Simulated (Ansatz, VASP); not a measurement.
One calculation of AlCu, two programs

File INCAR:

```
SYSTEM = AlCu
PREC = Accurate
ENCUT = 600
EDIFF = 1E-6
ISMEAR = 0
SIGMA = 0.1
LREAL = .FALSE.
LASPH = .TRUE.
NELM = 120
ALGO = Normal
ISIF = 2
LWAVE = .FALSE.
LCHARG = .FALSE.
GGA = PS
NBANDS = 14
GGA_COMPAT = .FALSE.
```

KPOINTS

```
regular mesh
0
G
  14 14 14
  0 0 0
```

The input POSCAR:

```
AlCu
1.0
    3.0139792853      0.0000000000      0.0000000000
    0.0000000000      3.0139792853      0.0000000000
    0.0000000000      0.0000000000      3.0139792853
Al Cu
1 1
Direct
    0.0000000000      0.0000000000      0.0000000000
    0.5000000000      0.5000000000      0.5000000000
```

Input for Ansatz:

```yaml
crystal:
  lattice:
    - [3.0139792853, 0.0, 0.0]
    - [0.0, 3.0139792853, 0.0]
    - [0.0, 0.0, 3.0139792853]
  atoms:
    - { symbol: Al, position: [0.0, 0.0, 0.0] }
    - { symbol: Cu, position: [0.5, 0.5, 0.5] }
basis:
  ecutwfc: 420
kpoints:
  mp_grid: { grid: [14, 14, 14] }
hamiltonian:
  xc: pbesol
scf:
  occupations: { method: gaussian, width: 0.1 }
output:
  forces: true
  stress: true
  eigenvalues: true
  write_density: true
  write_potential: true
  elf: true
  volumetric_format: npy
```

Alike in both runs: task single point; functional PBEsol; k mesh 14 × 14 × 14; occupations gaussian, width 0.1 eV; no spin polarisation.

|  | VASP | Ansatz |
| --- | --- | --- |
| version | VASP 6.6.1 | Ansatz 0.2.0 |
| potentials or method | VASP PAW PBE potentials, release 64 (Al, Cu), cutoff 600 eV | scalar-relativistic, plane waves, PAW |
| valence electrons in the cell | 14 | 22 |

Ansatz gave:

* gap on the k mesh at the Fermi level (eV): none
* pressure (GPa): -6.5

Estimate VASP's values.

gap on the k mesh at the Fermi level (eV): none; pressure (GPa): -5.6.

VASP's potentials were made for PBE, not for PBEsol. A gap of «none» marks a metal or a gap that the smearing closes. VASP's potentials hold 14 valence electrons a cell and Ansatz's 22, so a difference there can come from the potentials and not from the codes.
